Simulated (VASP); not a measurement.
# ZrSi3: relaxation of cell and atoms with PBE

Crystal: ZrSi3.

```
Zr Si
1.0
     5.08907    0.00000    0.00000
    -2.54454    4.40727    0.00000
     0.00000    0.00000    2.82304
Zr Si
1 3
Direct
  0.00000 0.00000 0.50000
  0.50000 0.00000 0.00000
  0.00000 0.50000 0.00000
  0.50000 0.50000 0.00000
```

- Program: VASP 6.6.1
- Task: relaxation of cell and atoms
- Functional: PBE
- Potentials or basis: VASP PAW PBE potentials, release 64 (Zr_sv, Si)
- Cutoff: 600 eV
- k mesh: 6 × 6 × 6
- Occupations: gaussian, width 0.1 eV
- Spin: no spin polarisation
- Dipole correction: no
- Further INCAR settings: ALGO = Normal; EDIFF = 1e-07; IBRION = 2; EDIFFG = -0.04; NSW = 90; ISIF = 3

- Relaxed volume: 16.10 Å³/atom
- Relaxed cell: a = 4.992 Å, b = 4.992 Å, c = 2.985 Å, α = 90.00°, β = 90.00°, γ = 120.00°
- Space group after relaxing (to 0.05 Å): P6/mmm (No. 191)
- Energy gained by relaxing: 12.7 meV/atom
- Ionic steps: 10
- Pressure after relaxing: 0.2 GPa
- Band gap on the k mesh: zero (band 12 reaches 12.29 eV, above the bottom of band 13 at 7.64 eV)

Stress tensor (GPa, compression positive):
```
0.08 0.00 0.00
0.00 0.08 0.00
0.00 0.00 0.33
```

The path:
| step | energy change (eV) | largest force (eV/Å) | pressure (GPa) | volume (Å³) |
| --- | --- | --- | --- | --- |
| 1 | 0.0000 | 0.0000 | 0.75 | 63.32 |
| 2 | -0.0041 | 0.0000 | -0.48 | 64.00 |
| 3 | -0.0044 | 0.0000 | -0.98 | 64.29 |
| 4 | -0.0074 | 0.0000 | -1.07 | 64.34 |
| 5 | -0.0209 | 0.0000 | -1.24 | 64.50 |
| 6 | -0.0480 | 0.0000 | -0.68 | 64.77 |
| 7 | 0.0317 | 0.0000 | 0.71 | 65.17 |
| 8 | -0.0504 | 0.0000 | -0.55 | 64.83 |
| 9 | -0.0504 | 0.0000 | -0.52 | 64.84 |
| 10 | -0.0508 | 0.0000 | 0.17 | 64.42 |

Final structure:
```cif
data_structure
_symmetry_space_group_name_H-M 'P 1'
_symmetry_Int_Tables_number 1
_cell_length_a 4.9918
_cell_length_b 4.9918
_cell_length_c 2.9850
_cell_angle_alpha 90.000
_cell_angle_beta 90.000
_cell_angle_gamma 120.000
_cell_volume 64.42
loop_
_atom_site_label
_atom_site_type_symbol
_atom_site_fract_x
_atom_site_fract_y
_atom_site_fract_z
_atom_site_occupancy
Zr1 Zr 0.00000 0.00000 0.50000 1
Si1 Si 0.50000 0.00000 0.00000 1
Si2 Si 0.00000 0.50000 0.00000 1
Si3 Si 0.50000 0.50000 0.00000 1
```

Levels at points of the mesh, in eV from the Fermi level:
```csv
k point,band 8,band 9,band 10,band 11,band 12,band 13,band 14,band 15,band 16
"(0.00, 0.00, 0.00)",-6.67,-4.16,-4.16,-2.72,1.92,2.02,2.24,2.24,3.39
"(0.50, 0.00, 0.00)",-6.37,-2.77,-1.64,0.14,0.19,0.60,0.85,1.96,4.11
"(0.00, 0.00, 0.50)",-5.07,-4.99,-3.48,-3.48,-2.72,-2.72,1.29,3.38,3.38
"(0.50, 0.00, 0.50)",-5.22,-5.01,-3.69,-1.54,-0.58,-0.47,0.31,0.94,1.19
```

It took 5.5 min on 1 thread of AMD EPYC 7R13, with other jobs on the host, peak memory 0.19 GiB.

Caveat: the k points lie up to 0.35 Å⁻¹ apart in the final cell.
